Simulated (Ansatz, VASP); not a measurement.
# Ti: VASP beside Ansatz

File INCAR:

```
SYSTEM = Ti
ALGO = Normal ; EDIFF = 1E-6
ENCUT = 520 ; GGA = PE
ISIF = 2 ; ISMEAR = -1
LASPH = .TRUE. ; LCHARG = .FALSE.
LREAL = .FALSE. ; LWAVE = .FALSE.
NBANDS = 12 ; NELM = 60
PREC = Accurate ; SIGMA = 0.08
```

The input KPOINTS:

```
k-points
0
G
  18 18 18
  0 0 0
```

POSCAR

```
Ti
1.0
    0.0000000000      1.6541119949      1.6541119949
    1.6541119949      0.0000000000      1.6541119949
    1.6541119949      1.6541119949      0.0000000000
Ti
1
Direct
    0.0000000000      0.0000000000      0.0000000000
```

Input for Ansatz:

```yaml
crystal:
  lattice:
    - [0.0, 1.6541119949, 1.6541119949]
    - [1.6541119949, 0.0, 1.6541119949]
    - [1.6541119949, 1.6541119949, 0.0]
  atoms:
    - { symbol: Ti, position: [0.0, 0.0, 0.0] }
kpoints:
  mp_grid: { grid: [18, 18, 18] }
scf:
  occupations: { method: fermi_dirac, width: 0.08 }
hamiltonian:
  xc: pbe
  pseudopotentials: { kind: all_electron, lapw: { basis_error: 0.001 } }
output:
  forces: true
  stress: true
  eigenvalues: true
  populations: true
```

Change from the starting cell: volume scaled by 0.52, LAPW.

Alike in both runs: task single point; functional PBE; k mesh 18 × 18 × 18; occupations fermi-dirac, width 0.08 eV; no spin polarisation.

|  | VASP | Ansatz |
| --- | --- | --- |
| version | VASP 6.6.1 | Ansatz 0.2.0 |
| potentials or method | VASP PAW PBE potentials, release 64 (Ti_sv), cutoff 520 eV | all-electron LAPW, scalar-relativistic |

|  | VASP | Ansatz | Ansatz less VASP |
| --- | --- | --- | --- |
| pressure (GPa) | 193.9 | 194.3 | +0.37 |

Both programs put the cell under a high pressure, so it lies far from rest at this level. Ansatz ran all-electron here, and VASP with PAW potentials.

Noted on VASP's run: the cell as given lies far from equilibrium.
